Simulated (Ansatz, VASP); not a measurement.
## One calculation of Al2Cu, two programs

```
Al Cu
1.0
    -2.96655    2.96655    2.29310
     2.96655   -2.96655    2.29310
     2.96655    2.96655   -2.29310
Al Cu
4 2
Cartesian
  3.9118 0.9453 0.0000
  2.0213 0.9453 2.2931
  -0.9453 2.0213 2.2931
  0.9453 2.0213 0.0000
  0.0000 0.0000 3.4396
  0.0000 0.0000 1.1465
```

Alike in both runs: task single point; functional PBEsol; k mesh 10 × 10 × 10; occupations gaussian, width 0.15 eV; no spin polarisation.

|  | VASP | Ansatz |
| --- | --- | --- |
| version | VASP 6.6.1 | Ansatz 0.2.0 |
| potentials or method | VASP PAW PBE potentials, release 64 (Al, Cu), cutoff 520 eV | scalar-relativistic, plane waves, PAW |
| valence electrons in the cell | 34 | 50 |

|  | VASP | Ansatz | Ansatz less VASP |
| --- | --- | --- | --- |
| gap on the k mesh at the Fermi level (eV) | none | none | - |
| pressure (GPa) | 9.7 | 9.4 | -0.29 |
| traceless stress, the component that is largest in VASP (GPa) | 5.16 | 5.16 | -0.010 |
| rms of the force components (eV/Å) | 0.097 | 0.096 | -0.0009 |

VASP's potentials were made for PBE, not for PBEsol, and Ansatz warns of the same on its side. Atom by atom the forces differ by 0.001 eV/Å (rms over components). A gap of «none» marks a metal or a gap that the smearing closes. VASP's potentials hold 34 valence electrons a cell and Ansatz's 50, so a difference there can come from the potentials and not from the codes.
